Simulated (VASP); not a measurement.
# Pd (Fm-3m) in VASP: notebook

The runs below take Pd through single point, relaxation of volume and atoms at fixed shape, with PBEsol.

All numbers are computed with VASP 6.6.1; they aren't measurements. Logs are shortened: lines on timing, memory, paths and dates and some standing lists are left out, and cuts for length are marked.

## 1. The cell of the first run

Symmetry: Fm-3m, No. 225, cubic system. Conventional cell: a = 3.874 Å, b = 3.874 Å, c = 3.874 Å, α = 90.00°, β = 90.00°, γ = 90.00°. Pd (site symmetry m-3m) has 12 Pd at 2.74 Å within 3.6 Å.

## 2. Single point, PBEsol

Contents of INCAR:

```
PREC = Accurate ; ENCUT = 520
EDIFF = 1E-6 ; ISMEAR = -1
SIGMA = 0.02 ; LREAL = F
LASPH = T ; NELM = 100
ALGO = Normal ; ISIF = 2
LWAVE = F ; LCHARG = T
GGA = PS ; LELF = T
LVHAR = T ; NBANDS = 11
```

Contents of KPOINTS:

```
regular mesh
0
Gamma
  20 20 20
```

Contents of POSCAR:

```
Pd
1.0
    0.0000000000      1.9369906880      1.9369906880
    1.9369906880      0.0000000000      1.9369906880
    1.9369906880      1.9369906880      0.0000000000
Pd
1
Direct
    0.0000000000      0.0000000000      0.0000000000
```

Potentials or basis: VASP PAW PBE potentials, release 64 (Pd).

Run with:

```bash
$ cat potpaw_PBE.64/Pd/POTCAR > POTCAR
$ mpirun -np 1 vasp_std > vasp.out
```

OUTCAR:

```text
PREC = Accurate
   ENCUT = 520
   EDIFF = 1E-6
   ISMEAR = -1
   LREAL = F
   LASPH = T
   NELM = 100
   ISIF = 2
   GGA = PS

 ion  position               nearest neighbor table
   1  0.000  0.000  0.000-

  LATTYP: Found a face centered cubic cell.
 ALAT       =     3.8739813760

  Lattice vectors:

 A1 = (   0.0000000000,   1.9369906880,   1.9369906880)
 A2 = (   1.9369906880,   0.0000000000,   1.9369906880)
 A3 = (   1.9369906880,   1.9369906880,   0.0000000000)

Analysis of symmetry for initial positions (statically):
=====================================================================
 Subroutine PRICEL returns:
 Original cell was already a primitive cell.

 Routine SETGRP: Setting up the symmetry group for a
 face centered cubic supercell.

 Subroutine GETGRP returns: Found 48 space group operations
 (whereof 48 operations were pure point group operations)
 out of a pool of 48 trial point group operations.

The static configuration has the point symmetry O_h .

Analysis of symmetry for dynamics (positions and initial velocities):
=====================================================================
 Subroutine PRICEL returns:
 Original cell was already a primitive cell.

 Routine SETGRP: Setting up the symmetry group for a
 face centered cubic supercell.

 Subroutine GETGRP returns: Found 48 space group operations
 (whereof 48 operations were pure point group operations)
 out of a pool of 48 trial point group operations.

The dynamic configuration has the point symmetry O_h .

 Subroutine INISYM returns: Found 48 space group operations
 (whereof 48 operations are pure point group operations),
 and found     1 'primitive' translations

----------------------------------------------------------------------------------------

                                     Primitive cell

  volume of cell :      14.5349

  direct lattice vectors                    reciprocal lattice vectors
     0.000000000  1.936990688  1.936990688    -0.258132372  0.258132372  0.258132372
     1.936990688  0.000000000  1.936990688     0.258132372 -0.258132372  0.258132372
     1.936990688  1.936990688  0.000000000     0.258132372  0.258132372 -0.258132372

  length of vectors
     2.739318501  2.739318501  2.739318501     0.447098383  0.447098383  0.447098383

  position of ions in fractional coordinates (direct lattice)
     0.000000000  0.000000000  0.000000000

  ion indices of the primitive-cell ions
   primitive index   ion index
                 1           1

----------------------------------------------------------------------------------------

 KPOINTS: regular mesh

Automatic generation of k-mesh.
 Grid dimensions read from file:
 generate k-points for:   20   20   20

 Generating k-lattice:

  Cartesian coordinates                     Fractional coordinates (reciprocal lattice)
    -0.012906619  0.012906619  0.012906619     0.050000000  0.000000000  0.000000000
     0.012906619 -0.012906619  0.012906619     0.000000000  0.050000000  0.000000000
     0.012906619  0.012906619 -0.012906619     0.000000000  0.000000000  0.050000000

  Length of vectors
     0.022354919  0.022354919  0.022354919

  Shift w.r.t. Gamma in fractional coordinates (k-lattice)
     0.000000000  0.000000000  0.000000000

 Subroutine IBZKPT returns following result:
 ===========================================

 Found    256 irreducible k-points:

 Following reciprocal coordinates:
            Coordinates               Weight
  0.000000  0.000000  0.000000      1.000000
  0.050000  0.000000  0.000000      8.000000
  0.100000  0.000000  0.000000      8.000000
  0.150000  0.000000  0.000000      8.000000
  0.200000  0.000000  0.000000      8.000000
  0.250000  0.000000  0.000000      8.000000
[... 16 lines left out ...]
 -0.400000  0.050000  0.000000     24.000000
 -0.350000  0.050000  0.000000     24.000000
 [... further k-points ...]
   k-points           NKPTS =    256   k-points in BZ     NKDIM =    256   number of bands    NBANDS=     11
   number of dos      NEDOS =    301   number of ions     NIONS =      1
   total plane-waves  NPLWV =   8000
   dimension x,y,z NGX =    20 NGY =   20 NGZ =   20
   dimension x,y,z NGXF=    40 NGYF=   40 NGZF=   40
   ions per type =               1
   NGX,Y,Z   is equivalent  to a cutoff of  12.14, 12.14, 12.14 a.u.
   NGXF,Y,Z  is equivalent  to a cutoff of  24.28, 24.28, 24.28 a.u.
 SYSTEM =  unknown system
   PREC   = accura    normal or accurate (medium, high low for compatibility)
   ISTART =      0    job   : 0-new  1-cont  2-samecut
   ICHARG =      2    charge: 1-file 2-atom 10-const
   ISPIN  =      1    spin polarized calculation?
   LNONCOLLINEAR =      F non collinear calculations
   LSORBIT =      F    spin-orbit coupling
   LASPH  =      T    aspherical Exc in radial PAW
   ENCUT  =  520.0 eV  38.22 Ry    6.18 a.u.   5.09  5.09  5.09*2*pi/ulx,y,z
   NELM   =    100;   NELMIN=  2; NELMDL= -5     # of ELM steps
   EDIFF  = 0.1E-05   stopping-criterion for ELM
   LREAL  =      F    real-space projection
   EDIFFG = 0.1E-04   stopping-criterion for IOM
   NSW    =      0    number of steps for IOM
   IBRION =     -1    ionic relax: 0-MD 1-quasi-New 2-CG
   NFREE  =      0    steps in history (QN), initial steepest desc. (CG)
   ISIF   =      2    stress and relaxation
   ISYM   =      2    0-nonsym 1-usesym 2-fastsym
   POTIM  = 0.5000    time-step for ionic-motion
   TEBEG  =    0.0;   TEEND  =   0.0 temperature during run
   PSTRESS=    0.0 pullay stress
   NELECT =      10.0000    total number of electrons
   NUPDOWN=      -1.0000    fix difference up-down
   EMIN   =  10.00;   EMAX   =-10.00  energy-range for DOS
   EFERMI =   0.00;   METHOD = LEGACY
   ISMEAR =    -1;   SIGMA  =   0.02  broadening in eV -4-tet -1-fermi 0-gaus
   EFERMI_NEDOS =   21; number of points for ismear=-14 and -15
   IALGO  =     38    algorithm
   IMIX   =      4    mixing-type and parameters
     AMIX     =   0.40;   BMIX     =  1.00
     AMIX_MAG =   1.60;   BMIX_MAG =  1.00
  volume/ion in A,a.u.               =      14.53        98.09
  Fermi-wavevector in a.u.,A,eV,Ry     =   1.445231  2.731091 28.418393  2.088693
  Thomas-Fermi vector in A             =   2.563436
   LORBIT       =      0    0 simple, 1 ext, 2 COOP (PROOUT), +10 PAW based schemes
   GGA     = PS    functional components
   LHFCALC =     F    Hartree Fock is set to
   AEXX    =    0.0000 exact exchange contribution
   IVDW    =     0    specifies the selected vdW correction
   LEPSILON=     F    determine dielectric tensor
   LRPA    =     F    only Hartree local field effects (RPA)
 non-spin polarized calculation
  energy-cutoff  :      520.00
  volume of cell :       14.53
 maximum number of plane-waves:       400
   NGX = 11   NGY = 11   NGZ = 11

 number of electron      10.0000002 magnetization

 Free energy of the ion-electron system (eV)
  ---------------------------------------------------
  ext. energy  EPLUGINS =         0.00000000
  ---------------------------------------------------
  free energy    TOTEN  =        -5.96088206 eV

  energy without entropy =       -5.95769993  energy(sigma->0) =       -5.95929100

 E-fermi :   9.8470     XC(G=0): -13.4733

 val. band max:        9.8467946311   @ k =  -0.1500   0.2000   0.0500
 cond. band min:       9.8481233614   @ k =   0.5000   0.0500   0.0000
 fundamental gap:      0.0013287304
 Fermi energy:         9.8470121265

 k-point     1 :       0.0000    0.0000    0.0000
  band No.  band energies     occupation
      1       2.5157      2.00000
      2       6.9390      2.00000
      3       6.9390      2.00000
      4       6.9390      2.00000
      5       8.6130      2.00000
      6       8.6130      2.00000
      7      27.0029      0.00000
      8      31.8598      0.00000
      9      31.8598      0.00000
     10      31.8598      0.00000
     11      35.8887      0.00000

 k-point     2 :       0.0500    0.0000    0.0000
  band No.  band energies     occupation
      1       2.6082      2.00000
      2       6.9048      2.00000
      3       6.9718      2.00000
      4       6.9718      2.00000
      5       8.5967      2.00000
      6       8.5967      2.00000
      7      27.1061      0.00000
      8      31.2270      0.00000
      9      31.9689      0.00000
     10      31.9689      0.00000
     11      35.9278      0.00000

 k-point     3 :       0.1000    0.0000    0.0000
  band No.  band energies     occupation
      1       2.8776      2.00000
      2       6.8160      2.00000
      3       7.0603      2.00000
      4       7.0603      2.00000
      5       8.5594      2.00000
      6       8.5594      2.00000
      7      27.3605      0.00000
      8      29.8801      0.00000
      9      32.2827      0.00000
     10      32.2827      0.00000
     11      35.9596      0.00000

 k-point     4 :       0.1500    0.0000    0.0000
  band No.  band energies     occupation
      1       3.2946      2.00000
      2       6.7160      2.00000
      3       7.1710      2.00000
      4       7.1710      2.00000
      5       8.5376      2.00000
      6       8.5376      2.00000
      7      27.4232      0.00000
      8      28.5499      0.00000
      9      32.7562      0.00000
     10      32.7562      0.00000
     11      35.9652      0.00000

 k-point     5 :       0.2000    0.0000    0.0000
  band No.  band energies     occupation
      1       3.7904      2.00000
      2       6.6905      2.00000
      3       7.2469      2.00000
      4       7.2469      2.00000
      5       8.5907      2.00000
      6       8.5907      2.00000
      7      26.2016      0.00000
      8      28.2594      0.00000
      9      33.2903      0.00000
     10      33.2903      0.00000
     11      35.7504      0.00000
[... 211 lines left out ...]
 k-point    21 :       0.5000    0.0500    0.0000
  band No.  band energies     occupation
      1       4.4709      2.00000
      2       6.8457      2.00000
      3       6.9549      2.00000
      4       9.3215      2.00000
      5       9.8481      0.97223
      6      11.2785      0.00000
      7      17.3067      0.00000
      8      26.4419      0.00000
      9      30.6952      0.00000
     10      30.7833      0.00000
     11      35.9461      0.00000

 k-point    22 :      -0.4500    0.0500    0.0000
  band No.  band energies     occupation
      1       4.4779      2.00000
      2       6.8606      2.00000
      3       6.9544      2.00000
      4       9.3231      2.00000
      5       9.7603      1.97416
      6      11.1708      0.00000
      7      17.4979      0.00000
      8      26.4686      0.00000
      9      30.5101      0.00000
     10      31.1070      0.00000
     11      35.9454      0.00000

 k-point    23 :      -0.4000    0.0500    0.0000
  band No.  band energies     occupation
      1       4.5178      2.00000
      2       6.9188      2.00000
      3       6.9972      2.00000
      4       9.0135      2.00000
      5       9.5526      2.00000
      6      10.5506      0.00000
      7      18.6291      0.00000
      8      26.6742      0.00000
      9      30.6521      0.00000
     10      31.7796      0.00000
     11      35.9398      0.00000

 k-point    24 :      -0.3500    0.0500    0.0000
  band No.  band energies     occupation
      1       4.5667      2.00000
      2       7.0091      2.00000
      3       7.0770      2.00000
      4       8.3504      2.00000
      5       9.2598      2.00000
      6       9.9507      0.01116
      7      20.2379      0.00000
      8      27.0374      0.00000
      9      31.0653      0.00000
     10      32.7705      0.00000
     11      35.9283      0.00000

 [... further k-points ...]

------------------------ aborting loop because EDIFF is reached ----------------------------------------

  FORCE on cell =-STRESS in cart. coord.  units (eV):
  Direction    XX          YY          ZZ          XY          YZ          ZX
  --------------------------------------------------------------------------------------
  -------------------------------------------------------------------------------------
  Total       -0.0286099     -0.0286099     -0.0286099      0.0000000      0.0000000      0.0000000
  in kB       -3.1536599     -3.1536599     -3.1536599      0.0000000      0.0000000      0.0000000
  external PRESSURE =      -3.1536599 kB  Pullay stress =       0.0000000 kB

 VOLUME and BASIS-vectors are now :
 -----------------------------------------------------------------------------
  energy-cutoff  :      520.00
  volume of cell :       14.53
      direct lattice vectors                 reciprocal lattice vectors
     0.000000000  1.936990688  1.936990688    -0.258132372  0.258132372  0.258132372
     1.936990688  0.000000000  1.936990688     0.258132372 -0.258132372  0.258132372
     1.936990688  1.936990688  0.000000000     0.258132372  0.258132372 -0.258132372

 POSITION                                       TOTAL-FORCE (eV/Angst)
 -----------------------------------------------------------------------------------
      0.00000      0.00000      0.00000         0.000000     -0.000000     -0.000000
 -----------------------------------------------------------------------------------
    total drift:                                0.000000      0.000000      0.000000

  FREE ENERGIE OF THE ION-ELECTRON SYSTEM (eV)
  ---------------------------------------------------
  free  energy   TOTEN  =        -5.9608820639 eV

  energy  without entropy=       -5.9576999322  energy(sigma->0) =       -5.95929100
```

Run time: 19 s. Hardware: 1 thread of Intel Xeon Platinum 8488C (Sapphire Rapids), shared host; peak memory 0.15 GiB.

What came out:

| Item | Value |
| --- | --- |
| Free energy | -5.9609 eV |
| Pressure | -0.3 GPa |
| Band gap on the k mesh | zero (bands 5 and 6 overlap by 1.63 eV) |

Levels at points of the mesh, in eV from the Fermi level:
```
           k point  band 3  band 4  band 5  band 6  band 7  band 8
(0.00, 0.00, 0.00)   -2.91   -2.91   -1.23   -1.23   17.16   22.01
(0.50, 0.00, 0.00)   -2.95    0.00    0.00    0.91    7.40   16.52
(0.50, 0.50, 0.00)   -0.02    0.32    0.32    3.27   10.89   13.22
```

Caveat: the PAW data sets were made with another functional, which shifts forces and pressure a little.

## 3. Relaxation of volume and atoms at fixed shape, PBEsol

This run uses another cell than the first one, of 14.75 Å³/atom.

Contents of INCAR:

```
  PREC = Accurate
  ENCUT = 600
  EDIFF = 1E-7
  ISMEAR = -1
  SIGMA = 0.02
  LREAL = F
  LASPH = T
  NELM = 60
  ALGO = Normal
  ISIF = 8
  LWAVE = F
  LCHARG = F
  GGA = PS
  IBRION = 2
  NSW = 80
  EDIFFG = -0.02
```

Contents of KPOINTS:

```
Automatic mesh
0
Gamma
  20 20 20
```

Contents of POSCAR:

```
Pd
1.0
    0.0000000000      1.9465000000      1.9465000000
    1.9465000000      0.0000000000      1.9465000000
    1.9465000000      1.9465000000      0.0000000000
Pd
1
Direct
    0.0000000000      0.0000000000      0.0000000000
```

Potentials or basis: VASP PAW PBE potentials, release 64 (Pd).

Run with:

```bash
$ cat potpaw_PBE.64/Pd/POTCAR > POTCAR
$ mpirun -np 1 vasp_std > vasp.out
```

OUTCAR:

```text
PREC = Accurate
   ENCUT = 600
   EDIFF = 1E-7
   ISMEAR = -1
   LREAL = F
   LASPH = T
   NELM = 60
   ISIF = 8
   GGA = PS
   IBRION = 2
   NSW = 80
   EDIFFG = -0.02

 ion  position               nearest neighbor table
   1  0.000  0.000  0.000-

  LATTYP: Found a face centered cubic cell.
 ALAT       =     3.8930000000

  Lattice vectors:

 A1 = (   0.0000000000,   1.9465000000,   1.9465000000)
 A2 = (   1.9465000000,   0.0000000000,   1.9465000000)
 A3 = (   1.9465000000,   1.9465000000,   0.0000000000)

Analysis of symmetry for initial positions (statically):
=====================================================================
 Subroutine PRICEL returns:
 Original cell was already a primitive cell.

 Routine SETGRP: Setting up the symmetry group for a
 face centered cubic supercell.

 Subroutine GETGRP returns: Found 48 space group operations
 (whereof 48 operations were pure point group operations)
 out of a pool of 48 trial point group operations.

The static configuration has the point symmetry O_h .

Analysis of symmetry for dynamics (positions and initial velocities):
=====================================================================
 Subroutine PRICEL returns:
[... 165 lines left out ...]
  -------------------------------------------------------------------------------------
  Total       -0.2974489     -0.2974489     -0.2974489      0.0000000      0.0000000      0.0000000
  in kB      -32.3094598    -32.3094598    -32.3094598      0.0000000      0.0000000      0.0000000
  external PRESSURE =     -32.3094598 kB  Pullay stress =       0.0000000 kB
[... 22 lines left out ...]
--------------------------------------- Ionic step        2  -------------------------------------------

 number of electron      10.0000002 magnetization

 E-fermi :  10.3501     XC(G=0): -13.6529

 val. band max:       10.3485841013   @ k =   0.5000   0.0000   0.0000
 cond. band min:      10.3530010995   @ k =   0.5000   0.0500   0.0000
 fundamental gap:      0.0044169982
 Fermi energy:        10.3501000149

 k-point     1 :       0.0000    0.0000    0.0000
  band No.  band energies     occupation
      1       2.7887      2.00000
      2       7.3030      2.00000
      3       7.3030      2.00000
      4       7.3030      2.00000
      5       9.0570      2.00000
      6       9.0570      2.00000
      7      27.5090      0.00000
      8      32.5319      0.00000
      9      32.5319      0.00000
[... 310 lines left out ...]
--------------------------------------- Ionic step        3  -------------------------------------------

 number of electron      10.0000000 magnetization

 Free energy of the ion-electron system (eV)
  ---------------------------------------------------
  ext. energy  EPLUGINS =         0.00000000
  ---------------------------------------------------
  free energy    TOTEN  =        -5.96142201 eV

  energy without entropy =       -5.95825133  energy(sigma->0) =       -5.95983667

 E-fermi :   9.8747     XC(G=0): -13.4832

 val. band max:        9.8742384514   @ k =  -0.1500   0.2000   0.0500
 cond. band min:       9.8759474002   @ k =   0.5000   0.0500   0.0000
 fundamental gap:      0.0017089487
 Fermi energy:         9.8747153820

 k-point     1 :       0.0000    0.0000    0.0000
  band No.  band energies     occupation
      1       2.5309      2.00000
      2       6.9588      2.00000
      3       6.9588      2.00000
      4       6.9588      2.00000
      5       8.6374      2.00000
      6       8.6374      2.00000
      7      27.0313      0.00000
      8      31.8975      0.00000
      9      31.8975      0.00000
[... 304 lines left out ...]
  FREE ENERGIE OF THE ION-ELECTRON SYSTEM (eV)
  ---------------------------------------------------
  free  energy   TOTEN  =        -5.9614220059 eV

  energy  without entropy=       -5.9582513348  energy(sigma->0) =       -5.95983667

 reached required accuracy - stopping structural energy minimisation
```

Run time: 37 s. Hardware: 1 thread of Intel Xeon Platinum 8488C (Sapphire Rapids), shared host; peak memory 0.18 GiB.

What came out:

- Free energy: -5.9614 eV
- Relaxed volume: 14.51 Å³/atom
- Relaxed cell: a = 2.738 Å, b = 2.738 Å, c = 2.738 Å, α = 60.00°, β = 60.00°, γ = 60.00°
- Space group after relaxing (to 0.1 Å): Fm-3m (No. 225)
- Energy gained by relaxing: 2.5 meV/atom
- Ionic steps: 3
- Pressure after relaxing: 0.0 GPa
- Band gap on the k mesh: zero (bands 5 and 6 overlap by 1.63 eV)

The path:
| step | energy change (eV) | largest force (eV/Å) | pressure (GPa) | volume (Å³) |
| --- | --- | --- | --- | --- |
| 1 | 0.0000 | 0.0000 | -3.23 | 14.75 |
| 2 | 0.0045 | 0.0000 | 5.99 | 14.12 |
| 3 | -0.0025 | 0.0000 | -0.02 | 14.51 |

Final structure:
```
Pd
1.0
     0.00000    1.93595    1.93595
     1.93595    0.00000    1.93595
     1.93595    1.93595    0.00000
Pd
1
Direct
  0.00000 0.00000 0.00000
```

Levels at points of the mesh, in eV from the Fermi level:
| k point | band 1 | band 2 | band 3 | band 4 | band 5 | band 6 | band 7 | band 8 | band 9 |
| --- | --- | --- | --- | --- | --- | --- | --- | --- | --- |
| (0.00, 0.00, 0.00) | -7.34 | -2.92 | -2.92 | -2.92 | -1.24 | -1.24 | 17.16 | 22.02 | 22.02 |
| (0.50, 0.00, 0.00) | -5.45 | -2.96 | -2.96 | 0.00 | 0.00 | 0.91 | 7.41 | 16.52 | 21.19 |
| (0.50, 0.50, 0.00) | -5.54 | -5.25 | -0.02 | 0.32 | 0.32 | 3.27 | 10.90 | 13.22 | 13.22 |

Caveat: the PAW data sets were made with another functional, which shifts forces and pressure a little.
